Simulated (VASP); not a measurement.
# NaI (Fm-3m) in VASP: a series of runs, part 2 of 2

VASP 6.6.1. Earlier steps stand in the parts before.

### Step 3. Relaxation of cell and atoms, PBEsol, target pressure 2 GPa, at which the enthalpy is minimised

Input file INCAR:

```
SYSTEM = NaI
PREC = Accurate
ENCUT = 600
EDIFF = 1E-6
ISMEAR = 0
SIGMA = 0.01
LREAL = .FALSE.
LASPH = .TRUE.
NELM = 100
ALGO = Normal
ISIF = 3
LWAVE = .FALSE.
LCHARG = .FALSE.
GGA = PS
IBRION = 2
NSW = 100
EDIFFG = -0.002
PSTRESS = 20.0
```

Input file KPOINTS:

```
regular mesh
0
G
  8 8 8
  0 0 0
```

Input file POSCAR:

```
NaI
1.0
    0.0000000000      3.2002564326      3.2002564326
    3.2002564326      0.0000000000      3.2002564326
    3.2002564326      3.2002564326      0.0000000000
Na I
1 1
Direct
    0.0000000000      0.0000000000      0.0000000000
    0.5000000000      0.5000000000      0.5000000000
```

Potentials or basis: VASP PAW PBE potentials, release 64 (Na_pv, I).

On the command line:

```bash
cat potpaw_PBE.64/Na_pv/POTCAR potpaw_PBE.64/I/POTCAR > POTCAR
mpirun -np 1 vasp_std > vasp.out
```

OUTCAR:

```text
SYSTEM = NaI
   PREC = Accurate
   ENCUT = 600
   EDIFF = 1E-6
   ISMEAR = 0
   LREAL = .FALSE.
   LASPH = .TRUE.
   NELM = 100
   ISIF = 3
   GGA = PS
   IBRION = 2
   NSW = 100
   EDIFFG = -0.002
   PSTRESS = 20.0

 ion  position               nearest neighbor table
   1  0.000  0.000  0.000-
   2  0.500  0.500  0.500-

  LATTYP: Found a face centered cubic cell.
 ALAT       =     6.4005128652

  Lattice vectors:

 A1 = (   0.0000000000,   3.2002564326,   3.2002564326)
 A2 = (   3.2002564326,   0.0000000000,   3.2002564326)
 A3 = (   3.2002564326,   3.2002564326,   0.0000000000)

Analysis of symmetry for initial positions (statically):
=====================================================================
 Subroutine PRICEL returns:
 Original cell was already a primitive cell.

 Routine SETGRP: Setting up the symmetry group for a
 face centered cubic supercell.

 Subroutine GETGRP returns: Found 48 space group operations
 (whereof 48 operations were pure point group operations)
 out of a pool of 48 trial point group operations.

The static configuration has the point symmetry O_h .

Analysis of symmetry for dynamics (positions and initial velocities):
[... 273 lines left out ...]

--------------------------------------- Ionic step       15  -------------------------------------------

 number of electron      13.9999999 magnetization

------------------------ aborting loop because EDIFF is reached ----------------------------------------
[... 71 lines left out ...]
--------------------------------------- Ionic step       17  -------------------------------------------

 number of electron      13.9999998 magnetization

 Free energy of the ion-electron system (eV)
  ---------------------------------------------------
  ext. energy  EPLUGINS =         0.00000000
  ---------------------------------------------------
  free energy    TOTEN  =        -5.63656980 eV

  energy without entropy =       -5.63656980  energy(sigma->0) =       -5.63656980

 E-fermi :   1.7083     XC(G=0):  -8.3618

 val. band max:        1.6514888980   @ k =   0.0000   0.0000   0.0000
 cond. band min:       5.5098989297   @ k =   0.0000   0.0000   0.0000
 fundamental gap:      3.8584100316
 Fermi energy:         1.7083305226

 k-point     1 :       0.0000    0.0000    0.0000
  band No.  band energies     occupation
      1     -20.4934      2.00000
      2     -20.4934      2.00000
      3     -20.4934      2.00000
      4      -9.7701      2.00000
      5       1.6515      2.00000
      6       1.6515      2.00000
      7       1.6515      2.00000
      8       5.5099      0.00000
      9       9.4745      0.00000
     10       9.4745      0.00000
     11       9.4745      0.00000
[... 309 lines left out ...]
 k-point    24 :      -0.3750    0.2500    0.1250
  band No.  band energies     occupation
      1     -20.5021      2.00000
      2     -20.4964      2.00000
      3     -20.4949      2.00000
      4      -9.2519      2.00000
      5      -0.7300      2.00000
      6       0.4747      2.00000
      7       1.0188      2.00000
      8       7.7890      0.00000
      9       8.0548      0.00000
     10      10.0977      0.00000
     11      10.2722      0.00000

 [... further k-points ...]
[... 5 lines left out ...]
  --------------------------------------------------------------------------------------
  -------------------------------------------------------------------------------------
  Total        0.7443178      0.7443178      0.7443178     -0.0000000     -0.0000000      0.0000000
  in kB       19.9162922     19.9162922     19.9162922     -0.0000000     -0.0000000      0.0000000
  external PRESSURE =      -0.0837078 kB  Pullay stress =      20.0000000 kB
[... 21 lines left out ...]
  energy  without entropy=       -5.6365698006  energy(sigma->0) =       -5.63656980

  enthalpy is  TOTEN    =        -4.8891236937 eV   P V=        0.7474461068

 reached required accuracy - stopping structural energy minimisation
```

CONTCAR:

```text
NaI
   1.00000000000000
     0.0000000000000000    3.1051088217338823    3.1051088217338823
     3.1051088217338823   -0.0000000000000000    3.1051088217338823
     3.1051088217338823    3.1051088217338823    0.0000000000000000
  Na              I
     1     1
Direct
     0.0000000000000000    0.0000000000000000    0.0000000000000000
     0.5000000000000000    0.5000000000000000    0.5000000000000000

  0.00000000E+00  0.00000000E+00  0.00000000E+00
  0.00000000E+00  0.00000000E+00  0.00000000E+00
```

It took 2.7 min on 1 thread of Intel Xeon Platinum 8259CL at 2.50GHz (Skylake/Cascade Lake), shared host; peak memory 0.22 GiB.

What came out:

```yaml
Free_energy: -5.6366 eV
Relaxed_volume: 29.94 Å³/atom
Relaxed_cell: a = 4.391 Å, b = 4.391 Å, c = 4.391 Å, α = 60.00°, β = 60.00°, γ = 60.00°
Space_group_after_relaxing_to_0.05_Å: Fm-3m (No. 225)
Energy_change_on_relaxing_the_enthalpy_is_what_falls: +16.7 meV/atom
Ionic_steps: 17
Pressure_after_relaxing: 2.0 GPa
Band_gap_on_the_k_mesh: 3.86 eV, direct
```

Step by step:
```tsv
step	energy change (eV)	largest force (eV/Å)	pressure (GPa)	volume (Å³)
1	0.0000	0.0000	0.06	65.55
2	0.0138	0.0000	1.20	61.85
3	0.0329	0.0000	1.98	59.92
4	0.0342	0.0000	2.13	59.81
5	0.0313	0.0000	1.92	60.05
6	0.0324	0.0000	2.08	59.96
7	0.0319	0.0000	1.91	60.00
8	0.0321	0.0000	1.98	59.98
9	0.0322	0.0000	1.94	59.97
10	0.0323	0.0000	1.97	59.96
11	0.0323	0.0000	1.95	59.96
12	0.0334	0.0000	2.08	59.88
13	0.0331	0.0000	1.96	59.90
14	0.0332	0.0000	1.96	59.89
15	0.0333	0.0000	1.97	59.88
16	0.0333	0.0000	1.99	59.88
17	0.0334	0.0000	1.99	59.88
```

Final structure:
```
CELL_PARAMETERS angstrom
0.00000 3.10511 3.10511
3.10511 0.00000 3.10511
3.10511 3.10511 0.00000
ATOMIC_POSITIONS crystal
Na 0.00000 0.00000 0.00000
I 0.50000 0.50000 0.50000
```

Caveat: the cell is relaxed towards a set pressure, so the enthalpy falls and the energy may rise; the PAW data sets were made with another functional, which shifts forces and pressure a little; spin-orbit coupling is left out, which moves the levels of the heavy elements.

### Step 4. Relaxation of cell and atoms, PBEsol, target pressure 4 GPa, at which the enthalpy is minimised

Input file INCAR:

```
SYSTEM = NaI
ALGO = Normal ; EDIFF = 1E-7
EDIFFG = -0.002 ; ENCUT = 600
GGA = PS ; IBRION = 2
ISIF = 3 ; ISMEAR = 0
LASPH = .TRUE. ; LCHARG = .FALSE.
LREAL = .FALSE. ; LWAVE = .FALSE.
NELM = 60 ; NSW = 100
PREC = Accurate ; PSTRESS = 40.0
SIGMA = 0.01
```

Input file KPOINTS:

```
k-points
0
G
  8 8 8
  0 0 0
```

POSCAR is that of step 3.

On the command line:

```bash
cat potpaw_PBE.64/Na_pv/POTCAR potpaw_PBE.64/I/POTCAR > POTCAR
mpirun -np 1 vasp_std > vasp.out
```

Wall time 1.7 min (1 thread of Intel Xeon Platinum 8259CL at 2.50GHz (Skylake/Cascade Lake), shared host); peak memory 0.22 GiB.

Results (log left out):

| Item | Value |
| --- | --- |
| Free energy | -5.5661 eV |
| Relaxed volume | 28.02 Å³/atom |
| Relaxed cell | a = 4.295 Å, b = 4.295 Å, c = 4.295 Å, α = 60.00°, β = 60.00°, γ = 60.00° |
| Space group after relaxing (to 0.05 Å) | Fm-3m (No. 225) |
| Energy change on relaxing (the enthalpy is what falls) | +51.9 meV/atom |
| Ionic steps | 5 |
| Pressure after relaxing | 4.0 GPa |
| Band gap on the k mesh | 4.08 eV, direct |

The path:
```
step  energy change (eV)  largest force (eV/Å)  pressure (GPa)  volume (Å³)
   1              0.0000                0.0000            0.05        65.55
   2              0.0585                0.0000            2.79        58.18
   3              0.1003                0.0000            3.92        56.17
   4              0.1047                0.0000            4.02        56.00
   5              0.1038                0.0000            3.99        56.03
```

Final structure:
```yaml
crystal:
  lattice:
    - [0.00000, 3.03719, 3.03719]
    - [3.03719, 0.00000, 3.03719]
    - [3.03719, 3.03719, 0.00000]
  atoms:
    - { symbol: Na, position: [0.00000, 0.00000, 0.00000] }
    - { symbol: I, position: [0.50000, 0.50000, 0.50000] }
```

Levels at points of the mesh, in eV from the valence-band top:
```tsv
k point	band 3	band 4	band 5	band 6	band 7	band 8	band 9	band 10	band 11
(0.00, 0.00, 0.00)	-22.13	-11.66	0.00	0.00	0.00	4.08	7.79	7.79	7.79
(0.50, 0.00, 0.00)	-22.13	-11.10	-3.00	-0.43	-0.43	4.96	7.49	7.49	10.05
(0.50, 0.50, 0.00)	-22.14	-10.98	-2.66	-1.06	-1.06	4.53	4.99	11.00	12.19
```

Caveat: the cell is relaxed towards a set pressure, so the enthalpy falls and the energy may rise; the PAW data sets were made with another functional, which shifts forces and pressure a little; spin-orbit coupling is left out, which moves the levels of the heavy elements.

### Step 5. Relaxation of cell and atoms, PBEsol, target pressure 7 GPa, at which the enthalpy is minimised

Input file INCAR:

```
ALGO = Normal
EDIFF = 1E-7
EDIFFG = -0.002
ENCUT = 600
GGA = PS
IBRION = 2
ISIF = 3
ISMEAR = 0
LASPH = T
LCHARG = F
LREAL = F
LWAVE = F
NELM = 100
NSW = 100
PREC = Accurate
PSTRESS = 70.0
SIGMA = 0.01
```

Input file KPOINTS:

```
k-points
0
Gamma
  8 8 8
```

POSCAR is that of step 4.

On the command line:

```bash
cat potpaw_PBE.64/Na_pv/POTCAR potpaw_PBE.64/I/POTCAR > POTCAR
mpirun -np 1 vasp_std > vasp.out
```

Run time: 2.6 min. Hardware: 1 thread of Intel Xeon Platinum 8259CL at 2.50GHz (Skylake/Cascade Lake), shared host; peak memory 0.22 GiB.

The run converged. Its results:

```yaml
Free_energy: -5.4308 eV
Relaxed_volume: 26.01 Å³/atom
Relaxed_cell: a = 4.190 Å, b = 4.190 Å, c = 4.190 Å, α = 60.00°, β = 60.00°, γ = 60.00°
Space_group_after_relaxing_to_0.05_Å: Fm-3m (No. 225)
Energy_change_on_relaxing_the_enthalpy_is_what_falls: +119.6 meV/atom
Ionic_steps: 12
Pressure_after_relaxing: 7.0 GPa
Band_gap_on_the_k_mesh: 4.38 eV, direct
```

The path:
```csv
step,energy change (eV),largest force (eV/Å),pressure (GPa),volume (Å³)
1,0.0000,0.0000,0.05,65.55
2,0.2001,0.0000,6.18,52.97
3,0.2370,0.0000,6.98,52.07
4,0.2479,0.0000,7.20,51.82
5,0.2372,0.0000,6.95,52.07
6,0.2395,0.0000,7.10,52.01
7,0.2379,0.0000,6.97,52.05
8,0.2388,0.0000,7.02,52.03
9,0.2384,0.0000,6.98,52.04
10,0.2396,0.0000,7.05,52.01
11,0.2388,0.0000,6.97,52.03
12,0.2391,0.0000,7.01,52.02
```

Final structure:
```
Na I
1.0
     0.00000    2.96290    2.96290
     2.96290    0.00000    2.96290
     2.96290    2.96290    0.00000
Na I
1 1
Cartesian
  2.9629 2.9629 0.0000
  2.9629 2.9629 2.9629
```

Levels at points of the mesh, in eV from the valence-band top:
```csv
k point,band 3,band 4,band 5,band 6,band 7,band 8,band 9,band 10,band 11
"(0.00, 0.00, 0.00)",-22.15,-11.96,0.00,0.00,0.00,4.38,7.73,7.73,7.73
"(0.50, 0.00, 0.00)",-22.15,-11.28,-3.37,-0.51,-0.51,4.95,7.52,7.52,10.35
"(0.50, 0.50, 0.00)",-22.16,-11.13,-2.99,-1.20,-1.20,4.55,4.77,11.54,12.43
```

Caveat: the cell is relaxed towards a set pressure, so the enthalpy falls and the energy may rise; the volume moved by over 15 % at a fixed basis, so the end points are rough; the PAW data sets were made with another functional, which shifts forces and pressure a little; spin-orbit coupling is left out, which moves the levels of the heavy elements.

### Step 6. Summary

```tsv
cell	gap on the mesh (eV)	pressure (GPa)
relaxed to 1 GPa	3.73	1.0
relaxed to 2 GPa	3.86	2.0
relaxed to 4 GPa	4.08	4.0
relaxed to 7 GPa	4.38	7.0
```

Alike in all rows: task relaxation of cell and atoms; level PBEsol; potentials or basis VASP PAW PBE potentials, release 64 (Na_pv, I); no spin polarisation; k mesh 8 × 8 × 8; cutoff (eV) 600; smearing gaussian 0.01 eV.

Caveats: the cell is relaxed towards a set pressure, so the enthalpy falls and the energy may rise; the PAW data sets were made with another functional, which shifts forces and pressure a little; spin-orbit coupling is left out, which moves the levels of the heavy elements; the volume moved by over 15 % at a fixed basis, so the end points are rough (some runs).

Total energies depend on the potentials used, so only differences within one code and one set of settings carry meaning.
